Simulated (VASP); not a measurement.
# Cs2LiMoF6 (Fm-3m) in VASP: further runs

The runs below take Cs2LiMoF6 through single point, with PBE+D3(BJ).

Everything below comes from runs of VASP 6.6.1. Logs are shortened: lines on timing, memory, paths and dates and some standing lists are left out, and cuts for length are marked.

## (1) The cell of the first run

Symmetry: Fm-3m, No. 225, cubic system. Conventional cell: a = 8.694 Å, b = 8.694 Å, c = 8.694 Å, α = 90.00°, β = 90.00°, γ = 90.00°. Cs (site symmetry -43m) has 12 F at 3.08 Å and 4 Li at 3.76 Å and 4 Mo at 3.76 Å within 4.0 Å. Li (site symmetry m-3m) has 6 F at 2.26 Å within 3.0 Å. Within 2.8 Å of Mo (site symmetry m-3m) lie 6 F at 2.09 Å. Within 2.8 Å of F (site symmetry 4mm) lie 1 Mo at 2.09 Å and 1 Li at 2.26 Å.

## (2) Single point, PBE+D3(BJ), collinear spin

INCAR reads:

```
SYSTEM = Cs2LiMoF6
PREC = Accurate ; ENCUT = 520
EDIFF = 1E-6 ; ISMEAR = -1
SIGMA = 0.1 ; LREAL = .FALSE.
LASPH = .TRUE. ; NELM = 150
ALGO = Normal ; ISIF = 2
LWAVE = .FALSE. ; LCHARG = .FALSE.
ISPIN = 2 ; MAGMOM = 0 0 0 1 0 0 0 0 0 0
LORBIT = 11 ; LMAXMIX = 4
GGA = PE ; IVDW = 12
NBANDS = 54
```

KPOINTS reads:

```
Automatic mesh
0
G
  4 4 4
  0 0 0
```

POSCAR reads:

```
Cs2LiMoF6
1.0
    0.0000000000      4.3472270165      4.3472270165
    4.3472270165      0.0000000000      4.3472270165
    4.3472270165      4.3472270165      0.0000000000
Cs Li Mo F
2 1 1 6
Direct
    0.2500000000      0.2500000000      0.2500000000
    0.7500000000      0.7500000000      0.7500000000
    0.5000000000      0.5000000000      0.5000000000
    0.0000000000      0.0000000000      0.0000000000
    0.2401404497      0.2401404497      0.7598595503
    0.2401404497      0.7598595503      0.7598595503
    0.7598595503      0.7598595503      0.2401404497
    0.2401404497      0.7598595503      0.2401404497
    0.7598595503      0.2401404497      0.7598595503
    0.7598595503      0.2401404497      0.2401404497
```

Potentials or basis: VASP PAW PBE potentials, release 64 (Cs_sv, Li_sv, Mo_sv, F).

Launch:

```sh
$ cat potpaw_PBE.64/Cs_sv/POTCAR potpaw_PBE.64/Li_sv/POTCAR potpaw_PBE.64/Mo_sv/POTCAR potpaw_PBE.64/F/POTCAR > POTCAR
$ mpirun -np 1 vasp_std > vasp.out
```

OUTCAR:

```text
SYSTEM = Cs2LiMoF6
   PREC = Accurate
   ENCUT = 520
   EDIFF = 1E-6
   ISMEAR = -1
   LREAL = .FALSE.
   LASPH = .TRUE.
   NELM = 150
   ISIF = 2
   ISPIN = 2
   LORBIT = 11
   GGA = PE
   IVDW = 12
 IVDW          = 12

 ion  position               nearest neighbor table
   1  0.250  0.250  0.250-
   2  0.750  0.750  0.750-
   3  0.500  0.500  0.500-
   4  0.000  0.000  0.000-   5 2.09   6 2.09   7 2.09   8 2.09   9 2.09  10 2.09
   5  0.240  0.240  0.760-   4 2.09
   6  0.240  0.760  0.760-   4 2.09
   7  0.760  0.760  0.240-   4 2.09
   8  0.240  0.760  0.240-   4 2.09
   9  0.760  0.240  0.760-   4 2.09
  10  0.760  0.240  0.240-   4 2.09

  LATTYP: Found a face centered cubic cell.
 ALAT       =     8.6944540330

  Lattice vectors:

 A1 = (   0.0000000000,   4.3472270165,   4.3472270165)
 A2 = (   4.3472270165,   0.0000000000,   4.3472270165)
 A3 = (   4.3472270165,   4.3472270165,   0.0000000000)

Analysis of symmetry for initial positions (statically):
=====================================================================
 Subroutine PRICEL returns:
 Original cell was already a primitive cell.

 Routine SETGRP: Setting up the symmetry group for a
 face centered cubic supercell.

 Subroutine GETGRP returns: Found 48 space group operations
 (whereof 48 operations were pure point group operations)
 out of a pool of 48 trial point group operations.

The static configuration has the point symmetry O_h .

Analysis of symmetry for dynamics (positions and initial velocities):
=====================================================================
 Subroutine PRICEL returns:
 Original cell was already a primitive cell.

 Routine SETGRP: Setting up the symmetry group for a
 face centered cubic supercell.

 Subroutine GETGRP returns: Found 48 space group operations
 (whereof 48 operations were pure point group operations)
 out of a pool of 48 trial point group operations.

The dynamic configuration has the point symmetry O_h .

Analysis of structural, dynamic, and magnetic symmetry:
=====================================================================
 Subroutine PRICEL returns:
 Original cell was already a primitive cell.

 Routine SETGRP: Setting up the symmetry group for a
 face centered cubic supercell.

 Subroutine GETGRP returns: Found 48 space group operations
 (whereof 48 operations were pure point group operations)
 out of a pool of 48 trial point group operations.

The overall configuration has the point symmetry O_h .

 Subroutine INISYM returns: Found 48 space group operations
 (whereof 48 operations are pure point group operations),
 and found     1 'primitive' translations

----------------------------------------------------------------------------------------

                                     Primitive cell

  volume of cell :     164.3111

  direct lattice vectors                    reciprocal lattice vectors
     0.000000000  4.347227016  4.347227016    -0.115015848  0.115015848  0.115015848
     4.347227016  0.000000000  4.347227016     0.115015848 -0.115015848  0.115015848
     4.347227016  4.347227016  0.000000000     0.115015848  0.115015848 -0.115015848

  length of vectors
     6.147907405  6.147907405  6.147907405     0.199213292  0.199213292  0.199213292

  position of ions in fractional coordinates (direct lattice)
     0.250000000  0.250000000  0.250000000
     0.750000000  0.750000000  0.750000000
     0.500000000  0.500000000  0.500000000
     0.000000000  0.000000000  0.000000000
     0.240140450  0.240140450  0.759859550
     0.240140450  0.759859550  0.759859550
     0.759859550  0.759859550  0.240140450
[... 53 lines left out ...]
   k-points           NKPTS =      8   k-points in BZ     NKDIM =      8   number of bands    NBANDS=     54
   number of dos      NEDOS =    301   number of ions     NIONS =     10
   total plane-waves  NPLWV = 110592
   dimension x,y,z NGX =    48 NGY =   48 NGZ =   48
   dimension x,y,z NGXF=    96 NGYF=   96 NGZF=   96
   ions per type =               2   1   1   6
   NGX,Y,Z   is equivalent  to a cutoff of  12.98, 12.98, 12.98 a.u.
   NGXF,Y,Z  is equivalent  to a cutoff of  25.96, 25.96, 25.96 a.u.
 SYSTEM =  Cs2LiMoF6
   PREC   = accura    normal or accurate (medium, high low for compatibility)
   ISTART =      0    job   : 0-new  1-cont  2-samecut
   ICHARG =      2    charge: 1-file 2-atom 10-const
   ISPIN  =      2    spin polarized calculation?
   LNONCOLLINEAR =      F non collinear calculations
   LSORBIT =      F    spin-orbit coupling
   LASPH  =      T    aspherical Exc in radial PAW
   ENCUT  =  520.0 eV  38.22 Ry    6.18 a.u.  11.43 11.43 11.43*2*pi/ulx,y,z
   NELM   =    150;   NELMIN=  2; NELMDL= -5     # of ELM steps
   EDIFF  = 0.1E-05   stopping-criterion for ELM
   LREAL  =      F    real-space projection
   EDIFFG = 0.1E-04   stopping-criterion for IOM
   NSW    =      0    number of steps for IOM
   IBRION =     -1    ionic relax: 0-MD 1-quasi-New 2-CG
   NFREE  =      0    steps in history (QN), initial steepest desc. (CG)
   ISIF   =      2    stress and relaxation
   ISYM   =      2    0-nonsym 1-usesym 2-fastsym
   POTIM  = 0.5000    time-step for ionic-motion
   TEBEG  =    0.0;   TEEND  =   0.0 temperature during run
   PSTRESS=    0.0 pullay stress
   NELECT =      77.0000    total number of electrons
   NUPDOWN=      -1.0000    fix difference up-down
   EMIN   =  10.00;   EMAX   =-10.00  energy-range for DOS
   EFERMI =   0.00;   METHOD = LEGACY
   ISMEAR =    -1;   SIGMA  =   0.10  broadening in eV -4-tet -1-fermi 0-gaus
   EFERMI_NEDOS =   21; number of points for ismear=-14 and -15
   IALGO  =     38    algorithm
   IMIX   =      4    mixing-type and parameters
     AMIX     =   0.40;   BMIX     =  1.00
     AMIX_MAG =   1.60;   BMIX_MAG =  1.00
  volume/ion in A,a.u.               =      16.43       110.88
  Fermi-wavevector in a.u.,A,eV,Ry     =   1.271597  2.402969 22.000054  1.616958
  Thomas-Fermi vector in A             =   2.404521
   LORBIT       =     11    0 simple, 1 ext, 2 COOP (PROOUT), +10 PAW based schemes
   GGA     = PE    functional components
   LHFCALC =     F    Hartree Fock is set to
   AEXX    =    0.0000 exact exchange contribution
   IVDW    =    12    specifies the selected vdW correction
   LEPSILON=     F    determine dielectric tensor
   LRPA    =     F    only Hartree local field effects (RPA)
 spin polarized calculation
  energy-cutoff  :      520.00
  volume of cell :      164.31
 maximum number of plane-waves:      4477
 NGX is ok and might be reduce to    48
   NGX = 23   NGY = 23   NGZ = 23

 number of electron      76.9999943 magnetization       2.9999944

 Free energy of the ion-electron system (eV)
  ---------------------------------------------------
  ext. energy  EPLUGINS =         0.00000000
  ---------------------------------------------------
  free energy    TOTEN  =       -51.65845672 eV

  energy without entropy =      -51.65835796  energy(sigma->0) =      -51.65840734

 E-fermi :   3.9117     XC(G=0):  -9.4740

 val. band max:        2.8654186004   @ k =   0.5000   0.5000   0.0000
 cond. band min:       4.9442966300   @ k =   0.0000   0.0000   0.0000
 fundamental gap:      2.0788780297
 Fermi energy:         3.9117278651

 spin component 1

 k-point     1 :       0.0000    0.0000    0.0000
  band No.  band energies     occupation
      1     -59.2318      1.00000
      2     -43.4271      1.00000
      3     -33.4559      1.00000
      4     -33.4559      1.00000
      5     -33.4557      1.00000
      6     -21.0115      1.00000
[... 413 lines left out ...]
     49      10.5070      0.00000
     50      10.5070      0.00000
 Fermi energy:         3.9117278651

 spin component 2

 k-point     1 :       0.0000    0.0000    0.0000
  band No.  band energies     occupation
      1     -57.5039      1.00000
      2     -43.4284      1.00000
      3     -31.5759      1.00000
      4     -31.5759      1.00000
      5     -31.5759      1.00000
      6     -20.9356      1.00000
[... 413 lines left out ...]
     49      10.5925      0.00000
     50      10.5925      0.00000
 [bands above 50 left out]

------------------------ aborting loop because EDIFF is reached ----------------------------------------

 Edisp (eV)   -1.45821

 E8    (eV) :    -0.6647

  FORCE on cell =-STRESS in cart. coord.  units (eV):
  Direction    XX          YY          ZZ          XY          YZ          ZX
  --------------------------------------------------------------------------------------
  -------------------------------------------------------------------------------------
  Total      -0.14586    -0.14586    -0.14586     0.00000     0.00000    -0.00000
  in kB      -1.42223    -1.42223    -1.42223     0.00000     0.00000    -0.00000
  external pressure =       -1.42 kB  Pullay stress =        0.00 kB

 VOLUME and BASIS-vectors are now :
 -----------------------------------------------------------------------------
  energy-cutoff  :      520.00
  volume of cell :      164.31
      direct lattice vectors                 reciprocal lattice vectors
     0.000000000  4.347227016  4.347227016    -0.115015848  0.115015848  0.115015848
     4.347227016  0.000000000  4.347227016     0.115015848 -0.115015848  0.115015848
     4.347227016  4.347227016  0.000000000     0.115015848  0.115015848 -0.115015848

 POSITION                                       TOTAL-FORCE (eV/Angst)
 -----------------------------------------------------------------------------------
      2.17361      2.17361      2.17361        -0.000000      0.000000      0.000000
      6.52084      6.52084      6.52084         0.000000      0.000000     -0.000000
      4.34723      4.34723      4.34723         0.000000      0.000000      0.000000
      0.00000      0.00000      0.00000         0.000000      0.000000      0.000000
      4.34723      4.34723      2.08789         0.000000      0.000000      0.055290
      6.60656      4.34723      4.34723        -0.055290      0.000000      0.000000
      4.34723      4.34723      6.60656         0.000000      0.000000     -0.055290
      4.34723      2.08789      4.34723         0.000000      0.055290      0.000000
      4.34723      6.60656      4.34723         0.000000     -0.055290      0.000000
      2.08789      4.34723      4.34723         0.055290      0.000000      0.000000
 -----------------------------------------------------------------------------------
    total drift:                                0.000000      0.000000      0.000000

  FREE ENERGIE OF THE ION-ELECTRON SYSTEM (eV)
  ---------------------------------------------------
  free  energy   TOTEN  =       -53.1166692942 eV

  energy  without entropy=      -53.1165705341  energy(sigma->0) =      -53.11661991

 total charge

# of ion       s       p       d       tot
------------------------------------------
    1        1.837   4.733   0.036   6.606
    2        1.837   4.733   0.036   6.606
    3        1.997   0.019   0.000   2.016
    4        2.201   6.138   3.699  12.039
    5        1.734   4.353   0.000   6.087
    6        1.734   4.353   0.000   6.087
    7        1.734   4.353   0.000   6.087
    8        1.734   4.353   0.000   6.087
    9        1.734   4.353   0.000   6.087
   10        1.734   4.353   0.000   6.087
--------------------------------------------------
tot         18.275  41.744   3.772  63.792

 magnetization (x)

# of ion       s       p       d       tot
------------------------------------------
    1       -0.000  -0.000   0.001   0.001
    2       -0.000  -0.000   0.001   0.001
    3       -0.000  -0.000   0.000  -0.000
    4        0.018   0.018   2.492   2.528
    5        0.000   0.036   0.000   0.036
    6        0.000   0.036   0.000   0.036
    7        0.000   0.036   0.000   0.036
    8        0.000   0.036   0.000   0.036
    9        0.000   0.036   0.000   0.036
   10        0.000   0.036   0.000   0.036
--------------------------------------------------
tot          0.019   0.232   2.494   2.744
```

Wall time 2.9 min (1 thread of Intel Xeon Platinum 8488C (Sapphire Rapids), shared host); peak memory 0.47 GiB.

Results:

- Free energy: -53.1167 eV
- Largest force: 0.055 eV/Å
- Band gap on the k mesh: 2.08 eV (least direct gap 2.14 eV)
- Net moment: 3.00 μB per cell
- Site moments: Cs +0.00; Li -0.00; Mo +2.53; F +0.04 μB
- Valence electrons inside the program's atomic spheres: Cs 6.61; Li 2.02; Mo 12.04; F 6.09
- Dispersion energy per atom: -0.146 eV

Forces on the atoms (eV/Å):
```
Cs   0.000  0.000  0.000
Cs   0.000  0.000  0.000
Li   0.000  0.000  0.000
Mo   0.000  0.000  0.000
F    0.000  0.000  0.055
F   -0.055  0.000  0.000
F    0.000  0.000 -0.055
F    0.000  0.055  0.000
F    0.000 -0.055  0.000
F    0.055  0.000  0.000
```

Caveat: the cutoff is under 1.25 times the usual one of these potentials, so pressure, stress and relaxed cells hold a basis-set (Pulay) error; three body term missing; spin-orbit coupling is left out, which moves the levels of the heavy elements.

## (3) Single point, PBE+D3(BJ), collinear spin

This run uses another cell than the first one, of 17.02 Å³/atom.

INCAR reads:

```
SYSTEM = Cs2LiMoF6
  PREC = Accurate
  ENCUT = 520
  EDIFF = 1E-6
  ISMEAR = -1
  SIGMA = 0.1
  LREAL = .False.
  LASPH = .True.
  NELM = 150
  ALGO = Normal
  ISIF = 2
  LWAVE = .False.
  LCHARG = .True.
  ISPIN = 2
  MAGMOM = 0 0 0 1 0 0 0 0 0 0
  LORBIT = 11
  LMAXMIX = 4
  GGA = PE
  IVDW = 12
  LELF = .True.
  LVHAR = .True.
  NBANDS = 54
```

KPOINTS reads:

```
regular mesh
0
Gamma
  4 4 4
  0 0 0
```

POSCAR reads:

```
Cs2LiMoF6
1.0
    0.0000000000      4.3989731800      4.3989731800
    4.3989731800      0.0000000000      4.3989731800
    4.3989731800      4.3989731800      0.0000000000
Cs Li Mo F
2 1 1 6
Direct
    0.2500000000      0.2500000000      0.2500000000
    0.7500000000      0.7500000000      0.7500000000
    0.5000000000      0.5000000000      0.5000000000
    0.0000000000      0.0000000000      0.0000000000
    0.2389510000      0.2389510000      0.7610490000
    0.2389510000      0.7610490000      0.7610490000
    0.7610490000      0.7610490000      0.2389510000
    0.2389510000      0.7610490000      0.2389510000
    0.7610490000      0.2389510000      0.7610490000
    0.7610490000      0.2389510000      0.2389510000
```

Potentials or basis: VASP PAW PBE potentials, release 64 (Cs_sv, Li_sv, Mo_sv, F).

Launch:

```sh
$ cat potpaw_PBE.64/Cs_sv/POTCAR potpaw_PBE.64/Li_sv/POTCAR potpaw_PBE.64/Mo_sv/POTCAR potpaw_PBE.64/F/POTCAR > POTCAR
$ mpirun -np 1 vasp_std > vasp.out
```

Run time: 3.1 min. Hardware: 1 thread of Intel Xeon Platinum 8488C (Sapphire Rapids), shared host; peak memory 0.47 GiB.

The run converged. Its results:

| Property | Result |
| --- | --- |
| Free energy | -53.0902 eV |
| Largest force | 0.087 eV/Å |
| Band gap on the k mesh | 2.11 eV (least direct gap 2.16 eV) |
| Net moment | 3.00 μB per cell |
| Site moments | Cs +0.00; Li -0.00; Mo +2.54; F +0.03 μB |
| Valence electrons inside the program's atomic spheres | Cs 6.60; Li 2.01; Mo 12.00; F 6.08 |
| Dispersion energy per atom | -0.141 eV |

Forces on the atoms (eV/Å):
```
Cs   0.000  0.000  0.000
Cs   0.000  0.000  0.000
Li   0.000  0.000  0.000
Mo   0.000  0.000  0.000
F    0.000  0.000 -0.087
F    0.087  0.000  0.000
F    0.000  0.000  0.087
F    0.000 -0.087  0.000
F    0.000  0.087  0.000
F   -0.087  0.000  0.000
```

Levels at points of the mesh, in eV from the valence-band top:
Spin up:
| k point | band 36 | band 37 | band 38 | band 39 | band 40 | band 41 | band 42 | band 43 | band 44 | band 45 |
| --- | --- | --- | --- | --- | --- | --- | --- | --- | --- | --- |
| (0.00, 0.00, 0.00) | -4.14 | -4.14 | -0.15 | -0.15 | -0.15 | 3.06 | 3.06 | 3.26 | 4.91 | 4.91 |
| (0.50, 0.00, 0.00) | -4.23 | -4.23 | -0.08 | -0.08 | -0.08 | 2.89 | 2.89 | 4.97 | 5.36 | 6.31 |
| (0.50, 0.50, 0.00) | -4.28 | -4.15 | -0.15 | 0.00 | 0.00 | 2.57 | 3.15 | 5.23 | 5.40 | 5.66 |
Spin down:
| k point | band 35 | band 36 | band 37 | band 38 | band 39 | band 40 |
| --- | --- | --- | --- | --- | --- | --- |
| (0.00, 0.00, 0.00) | -4.03 | -4.03 | -4.03 | 2.11 | 2.11 | 2.11 |
| (0.50, 0.00, 0.00) | -4.14 | -4.14 | -4.14 | 2.18 | 2.18 | 2.20 |
| (0.50, 0.50, 0.00) | -4.18 | -4.18 | -4.05 | 2.16 | 2.27 | 2.27 |

Caveat: the cutoff is under 1.25 times the usual one of these potentials, so pressure, stress and relaxed cells hold a basis-set (Pulay) error; three body term missing; spin-orbit coupling is left out, which moves the levels of the heavy elements. A k mesh can miss the band edges.
